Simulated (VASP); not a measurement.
A run of VASP 6.6.1 is set up as follows.

The input INCAR:

```
PREC = Accurate
ENCUT = 520
EDIFF = 1E-7
ISMEAR = -1
SIGMA = 0.05
LREAL = F
LASPH = T
NELM = 100
ALGO = Normal
ISIF = 2
LWAVE = F
LCHARG = F
GGA = RE
NBANDS = 28
```

KPOINTS

```
regular mesh
0
Gamma
  7 7 6
```

Contents of POSCAR:

```
PbS
1.0
    2.0518417802     -5.9103234677      0.0000000000
    2.0518417802      5.9103234677      0.0000000000
    0.0000000000      0.0000000000      4.2214851889
Pb S
2 2
Direct
    0.1305633500      0.8694366500      0.2500000000
    0.8694366500      0.1305633500      0.7500000000
    0.3547970900      0.6452029100      0.2500000000
    0.6452029100      0.3547970900      0.7500000000
```

Potentials or basis: VASP PAW PBE potentials, release 64 (Pb_d, S).

Launch:

```sh
$ cat potpaw_PBE.64/Pb_d/POTCAR potpaw_PBE.64/S/POTCAR > POTCAR
$ mpirun -np 1 vasp_std > vasp.out
```

Task: What does it give for the pressure?

Result: 4.9 GPa.

Task: Estimate the band gap on the k mesh.

Result: 1.22 eV (least direct gap 1.50 eV).

Forces in eV/Å, atoms in the order of the input:
```
Pb   0.000  0.354  0.000
Pb   0.000 -0.354  0.000
S    0.000 -0.291  0.000
S    0.000  0.291  0.000
```

Caveat: the cell stands under pressure; the PAW data sets were made with another functional, which shifts forces and pressure a little; spin-orbit coupling is left out, which moves the levels of the heavy elements. A k mesh can miss the band edges.
